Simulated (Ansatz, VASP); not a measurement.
**AlGa2N3 in VASP and in Ansatz**

```
CELL_PARAMETERS angstrom
-1.47052 1.47052 6.25277
1.47052 -1.47052 6.25277
1.47052 1.47052 -6.25277
ATOMIC_POSITIONS crystal
Al 0.00000 0.00000 0.00000
N 0.83624 0.83624 0.00000
N 0.16376 0.16376 0.00000
N 0.50000 0.50000 0.00000
Ga 0.33411 0.33411 0.00000
Ga 0.66589 0.66589 0.00000
```

Alike in both runs: task single point; functional PBE; k mesh 12 × 12 × 12; occupations fermi-dirac, width 0.02 eV; no spin polarisation.

|  | VASP | Ansatz |
| --- | --- | --- |
| version | VASP 6.6.1 | Ansatz 0.2.0 |
| potentials or method | VASP PAW PBE potentials, release 64 (Al, N, Ga_d) | plane waves, PAW |
| plane-wave cutoff (eV) | 600 | 420 |
| valence electrons in the cell | 44 | 44 |

|  | VASP | Ansatz | Ansatz less VASP |
| --- | --- | --- | --- |
| gap on the k mesh at the Fermi level (eV) | 1.38 | 1.40 | +0.013 |
| pressure (GPa) | 8.0 | 7.7 | -0.34 |
| rms of the force components (eV/Å) | 0.032 | 0.025 | -0.0079 |
